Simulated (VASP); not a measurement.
Write the native input for VASP 6.6.1 that does the following.

| Property | Result |
| --- | --- |
| Task | single point |
| Functional | PBE-based screened hybrid |
| Potentials or basis | VASP PAW PBE potentials, release 64 (Sn_d, O) |
| Cutoff | 520 eV |
| k mesh | 5 × 5 × 5 |
| Occupations | fermi-dirac, width 0.05 eV |
| Spin | no spin polarisation |
| Dipole correction | no |
| Grid for exact exchange (PRECFOCK) | Normal |
| Share of exact exchange | 0.05 |
| Further INCAR settings | ALGO = Normal; EDIFF = 1e-06; NBANDS = 17 |
| Screening parameter | 0.2 1/Å |

The system is SnO.

```
CELL_PARAMETERS angstrom
3.13193 0.00000 0.00000
0.00000 3.13193 0.00000
0.00000 0.00000 3.13193
ATOMIC_POSITIONS crystal
Sn 0.00000 0.00000 0.00000
O 0.50000 0.50000 0.50000
```

One way to write it, as run:

POSCAR

```
SnO
1.0
    3.1319300000      0.0000000000      0.0000000000
    0.0000000000      3.1319300000      0.0000000000
    0.0000000000      0.0000000000      3.1319300000
Sn O
1 1
Direct
    0.0000000000      0.0000000000      0.0000000000
    0.5000000000      0.5000000000      0.5000000000
```

INCAR.step1

```
  ALGO = Normal
  EDIFF = 1E-5
  ENCUT = 520
  GGA = PE
  ISIF = 2
  ISMEAR = -1
  LASPH = True
  LCHARG = False
  LREAL = False
  LWAVE = True
  NBANDS = 17
  NELM = 100
  PREC = Accurate
  SIGMA = 0.05
```

INCAR.step2

```
  AEXX = 0.05
  ALGO = Normal
  EDIFF = 1E-6
  ENCUT = 520
  GGA = PE
  HFSCREEN = 0.2
  ISIF = 2
  ISMEAR = -1
  ISTART = 1
  LASPH = True
  LCHARG = False
  LHFCALC = True
  LREAL = False
  LWAVE = False
  NBANDS = 17
  NELM = 100
  PREC = Accurate
  PRECFOCK = Normal
  SIGMA = 0.05
```

KPOINTS

```
k-points
0
Gamma
  5 5 5
```

Potentials or basis: VASP PAW PBE potentials, release 64 (Sn_d, O).

Launch:

```bash
$ cat potpaw_PBE.64/Sn_d/POTCAR potpaw_PBE.64/O/POTCAR > POTCAR
$ cp INCAR.step1 INCAR
$ mpirun -np 1 vasp_std > vasp.out
$ cp INCAR.step2 INCAR
$ mpirun -np 1 vasp_std > vasp.out
```

It gave:

| Property | Result |
| --- | --- |
| Pressure | -0.6 GPa |
| Band gap on the k mesh | 1.40 eV, indirect (least direct gap 1.93 eV) |

Caveat: the PAW data sets were made with another functional, which shifts forces and pressure a little; spin-orbit coupling is left out, which moves the levels of the heavy elements.

It took 6.7 min on 1 thread of AMD EPYC 7R13 Processor (Zen 3) (shared host), peak memory 0.22 GiB.
